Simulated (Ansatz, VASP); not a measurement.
## One calculation of In3GaP4, two programs

```
CELL_PARAMETERS angstrom
5.84617 0.00000 0.00000
0.00000 5.84617 0.00000
0.00000 0.00000 5.84617
ATOMIC_POSITIONS crystal
In 0.00000 0.00000 0.50000
In 0.00000 0.50000 0.00000
In 0.50000 0.00000 0.00000
Ga 0.50000 0.50000 0.50000
P 0.26097 0.26097 0.26097
P 0.26097 0.73903 0.73903
P 0.73903 0.26097 0.73903
P 0.73903 0.73903 0.26097
```

Alike in both runs: functional PBE; k mesh 4 × 4 × 4; occupations gaussian, width 0.1 eV; no spin polarisation.

Ansatz relaxed the structure, and its values are those at the end. VASP's run is a single point on that final structure, the one shown.

|  | VASP | Ansatz |
| --- | --- | --- |
| version | VASP 6.6.1 | Ansatz 0.2.0 |
| potentials or method | VASP PAW PBE potentials, release 64 (In_d, Ga_d, P), cutoff 520 eV | scalar-relativistic, plane waves, PAW |
| valence electrons in the cell | 72 | 72 |

```csv
,VASP,Ansatz,Ansatz less VASP
gap on the k mesh at the Fermi level (eV),0.61,0.62,+0.003
least direct gap on the mesh (eV),0.61,0.62,+0.003
pressure (GPa),-0.1,0.0,+0.04
rms of the force components (eV/Å),0.008,0.006,-0.0014
```

With one functional, cell and mesh, what is left measures potentials, basis and numerics.
